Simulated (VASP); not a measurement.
# Hf (P6_3/mmc) in VASP: notebook, part 2 of 2

VASP 6.6.1. Earlier steps stand in the parts before.

## (3) Relaxation of shape and atoms at fixed volume, PBEsol (22.90 Å³/atom)

This run uses another cell than the first one, of 22.90 Å³/atom.

Input file INCAR:

```
  ALGO = Fast
  EDIFF = 1E-6
  EDIFFG = -0.01
  ENCUT = 600
  GGA = PS
  IBRION = 2
  ISIF = 4
  ISMEAR = 0
  LASPH = True
  LCHARG = False
  LREAL = False
  LWAVE = False
  NELM = 100
  NSW = 50
  PREC = Accurate
  SIGMA = 0.1
```

Input file KPOINTS:

```
k-points
0
Gamma
  18 18 8
```

Input file POSCAR:

```
Hf
1.0
    3.2206236873      0.0000000000      0.0000000000
   -1.6103118437      2.7891419293      0.0000000000
    0.0000000000      0.0000000000      5.0981408462
Hf
2
Direct
    0.3333333333      0.6666666667      0.2500000000
    0.6666666667      0.3333333333      0.7500000000
```

Potentials or basis: VASP PAW PBE potentials, release 64 (Hf_pv).

Run with:

```bash
cat potpaw_PBE.64/Hf_pv/POTCAR > POTCAR
mpirun -np 1 vasp_std > vasp.out
```

OUTCAR:

```text
EDIFF = 1E-6
   EDIFFG = -0.01
   ENCUT = 600
   GGA = PS
   IBRION = 2
   ISIF = 4
   ISMEAR = 0
   LASPH = True
   LREAL = False
   NELM = 100
   NSW = 50
   PREC = Accurate

 ion  position               nearest neighbor table
   1  0.333  0.667  0.250-   2 3.16   2 3.16   2 3.16   2 3.16   2 3.16   2 3.16
   2  0.667  0.333  0.750-   1 3.16   1 3.16   1 3.16   1 3.16   1 3.16   1 3.16

  LATTYP: Found a hexagonal cell.
 ALAT       =     3.2206236873
 C/A-ratio  =     1.5829669471

  Lattice vectors:

 A1 = (   3.2206236873,   0.0000000000,   0.0000000000)
 A2 = (  -1.6103118437,   2.7891419293,   0.0000000000)
 A3 = (   0.0000000000,   0.0000000000,   5.0981408462)

Analysis of symmetry for initial positions (statically):
=====================================================================
 Subroutine PRICEL returns:
 Original cell was already a primitive cell.

 Routine SETGRP: Setting up the symmetry group for a
 hexagonal supercell.

 Subroutine GETGRP returns: Found 24 space group operations
 (whereof 12 operations were pure point group operations)
 out of a pool of 24 trial point group operations.

The static configuration has the point symmetry D_3d.
 The point group associated with its full space group is D_6h.

Analysis of symmetry for dynamics (positions and initial velocities):
=====================================================================
 Subroutine PRICEL returns:
 Original cell was already a primitive cell.

 Routine SETGRP: Setting up the symmetry group for a
 hexagonal supercell.

 Subroutine GETGRP returns: Found 24 space group operations
 (whereof 12 operations were pure point group operations)
 out of a pool of 24 trial point group operations.

The dynamic configuration has the point symmetry D_3d.
 The point group associated with its full space group is D_6h.

 Subroutine INISYM returns: Found 24 space group operations
 (whereof 12 operations are pure point group operations),
 and found     1 'primitive' translations

[... 178 lines left out ...]

--------------------------------------- Ionic step        2  -------------------------------------------

 number of electron      20.0000001 magnetization

 Free energy of the ion-electron system (eV)
  ---------------------------------------------------
  ext. energy  EPLUGINS =         0.00000000
  ---------------------------------------------------
  free energy    TOTEN  =       -20.95484859 eV

  energy without entropy =      -20.94760791  energy(sigma->0) =      -20.95122825

 E-fermi :   4.6109     XC(G=0): -11.2852

 val. band max:        4.6077864699   @ k =   0.2222   0.2222   0.5000
 cond. band min:       4.6253953919   @ k =   0.3333   0.2778   0.2500
 fundamental gap:      0.0176089220
 Fermi energy:         4.6109209490

 k-point     1 :       0.0000    0.0000    0.0000
  band No.  band energies     occupation
      1     -26.4534      2.00000
      2     -25.7603      2.00000
      3     -25.7603      2.00000
      4     -25.6427      2.00000
      5     -25.6394      2.00000
      6     -25.6394      2.00000
      7      -2.7061      2.00000
      8       0.9604      2.00000
      9       5.2087      0.00000
     10       5.7567      0.00000
     11       5.7567      0.00000
     12       6.0462      0.00000
     13       6.5551      0.00000
     14       6.5552      0.00000
[... 377 lines left out ...]
      1     -26.2522      2.00000
      2     -26.1214      2.00000
      3     -26.1136      2.00000
      4     -25.9483      2.00000
      5     -25.8486      2.00000
      6     -25.7598      2.00000
      7       1.3328      2.00000
      8       2.2917      2.00000
      9       2.5360      2.00000
     10       3.6428      2.00000
     11       5.1797      0.00000
     12       5.4714      0.00000
     13       6.1691      0.00000
     14       9.5597      0.00000

 [... further k-points ...]

------------------------ aborting loop because EDIFF is reached ----------------------------------------

  FORCE on cell =-STRESS in cart. coord.  units (eV):
  Direction    XX          YY          ZZ          XY          YZ          ZX
  --------------------------------------------------------------------------------------
  -------------------------------------------------------------------------------------
  Total       -1.8077120     -1.8077120     -1.8310815      0.0000000     -0.0000000      0.0000000
  in kB      -63.2437177    -63.2437177    -64.0613132      0.0000000     -0.0000000      0.0000000
  external PRESSURE =     -63.5162495 kB  Pullay stress =       0.0000000 kB

 VOLUME and BASIS-vectors are now :
 -----------------------------------------------------------------------------
  energy-cutoff  :      600.00
  volume of cell :       45.80
      direct lattice vectors                 reciprocal lattice vectors
     3.223284178  0.000000000  0.000000000     0.310242580  0.179118637  0.000000000
    -1.611642089  2.791445982 -0.000000000    -0.000000000  0.358237274 -0.000000000
    -0.000000000  0.000000000  5.089728333    -0.000000000  0.000000000  0.196474141

 POSITION                                       TOTAL-FORCE (eV/Angst)
 -----------------------------------------------------------------------------------
     -0.00000      1.86096      1.27243         0.000000     -0.000000      0.000000
      1.61164      0.93048      3.81730        -0.000000      0.000000      0.000000
 -----------------------------------------------------------------------------------
    total drift:                                0.000000     -0.000000      0.000000

  FREE ENERGIE OF THE ION-ELECTRON SYSTEM (eV)
  ---------------------------------------------------
  free  energy   TOTEN  =       -20.9548485904 eV

  energy  without entropy=      -20.9476079072  energy(sigma->0) =      -20.95122825

 reached required accuracy - stopping structural energy minimisation
```

Run time: 4.6 min. Hardware: 1 thread of Intel Xeon 8259CL, shared host; peak memory 0.28 GiB.

Results:

```
Free energy               : -20.9548 eV
Energy gained by relaxing : 0.1 meV/atom
Ionic steps               : 2
Pressure after relaxing   : -6.4 GPa
Band gap on the k mesh    : zero (bands 10 and 11 overlap by 1.57 eV)
```

The path:
| step | energy change (eV) | largest force (eV/Å) | pressure (GPa) | volume (Å³) |
| --- | --- | --- | --- | --- |
| 1 | 0.0000 | 0.0000 | -6.33 | 45.80 |
| 2 | -0.0001 | 0.0000 | -6.35 | 45.80 |

Final structure:
```yaml
crystal:
  lattice:
    - [3.22328, 0.00000, 0.00000]
    - [-1.61164, 2.79145, 0.00000]
    - [0.00000, 0.00000, 5.08973]
  atoms:
    - { symbol: Hf, position: [0.33333, 0.66667, 0.25000] }
    - { symbol: Hf, position: [0.66667, 0.33333, 0.75000] }
```

Caveat: the PAW data sets were made with another functional, which shifts forces and pressure a little; spin-orbit coupling is left out, which moves the levels of the heavy elements.

## (4) Single point, PBEsol (strained)

Input file INCAR:

```
SYSTEM = Hf
PREC = Accurate
ENCUT = 520
EDIFF = 1E-6
ISMEAR = 0
SIGMA = 0.1
LREAL = .False.
LASPH = .True.
NELM = 60
ALGO = Normal
ISIF = 2
LWAVE = .False.
LCHARG = .False.
GGA = PS
NBANDS = 17
```

Input file KPOINTS:

```
Automatic mesh
0
Gamma
  15 15 8
  0 0 0
```

Input file POSCAR:

```
Hf
1.0
    3.2312868022      0.0000000000      0.0000000000
   -1.6156434011      2.7983764576      0.0000000000
    0.0000000000      0.0000000000      5.1883923960
Hf
2
Direct
    0.3333333333      0.6666666667      0.2500000000
    0.6666666667      0.3333333333      0.7500000000
```

Run with:

```bash
cat potpaw_PBE.64/Hf_pv/POTCAR > POTCAR
mpirun -np 1 vasp_std > vasp.out
```

Run time: 91 s. Hardware: 1 thread of Intel Xeon 8259CL, shared host; peak memory 0.23 GiB.

The run converged. Its results:

| Property | Result |
| --- | --- |
| Free energy | -20.8990 eV |
| Pressure | -8.5 GPa |
| Band gap on the k mesh | zero (bands 10 and 11 overlap by 1.59 eV) |

Stress tensor (GPa, compression positive):
```
-7.87  0.00  0.00
 0.00 -7.87  0.00
 0.00  0.00 -9.77
```

Levels at points of the mesh, in eV from the Fermi level:
| k point | band 8 | band 9 | band 10 | band 11 | band 12 | band 13 |
| --- | --- | --- | --- | --- | --- | --- |
| (0.00, 0.00, 0.00) | -3.63 | 0.39 | 1.17 | 1.17 | 1.27 | 1.90 |
| (0.00, 0.00, 0.50) | -5.38 | 0.08 | 0.08 | 1.09 | 1.09 | 1.09 |

Caveat: the cell differs from its parent crystal (strained); the cell stands under tension; the PAW data sets were made with another functional, which shifts forces and pressure a little; spin-orbit coupling is left out, which moves the levels of the heavy elements.

## (5) Overview

```csv
task,cell,k mesh,cutoff (eV),gap on the mesh (eV),pressure (GPa)
relaxation of shape and atoms at fixed volume,"relaxed from a = 3.190, b = 3.190, c = 5.050 Å, angles 90.0, 90.0, 120.0°, 2 atoms",18 × 18 × 8,600,none,-3.6
relaxation of shape and atoms at fixed volume,"relaxed from a = 3.221, b = 3.221, c = 5.098 Å, angles 90.0, 90.0, 120.0°, 2 atoms",18 × 18 × 8,600,none,-6.4
single point,"a = 3.231, b = 3.231, c = 5.188 Å, angles 90.0, 90.0, 120.0°, 2 atoms",15 × 15 × 8,520,none,-8.5
```

Alike in all rows: level PBEsol; potentials or basis VASP PAW PBE potentials, release 64 (Hf_pv); no spin polarisation; smearing gaussian 0.1 eV.

Caveats: the PAW data sets were made with another functional, which shifts forces and pressure a little; spin-orbit coupling is left out, which moves the levels of the heavy elements; the cell stands under tension (at least some runs).

Total energies depend on the potentials used, so only differences within one code and one set of settings carry meaning.
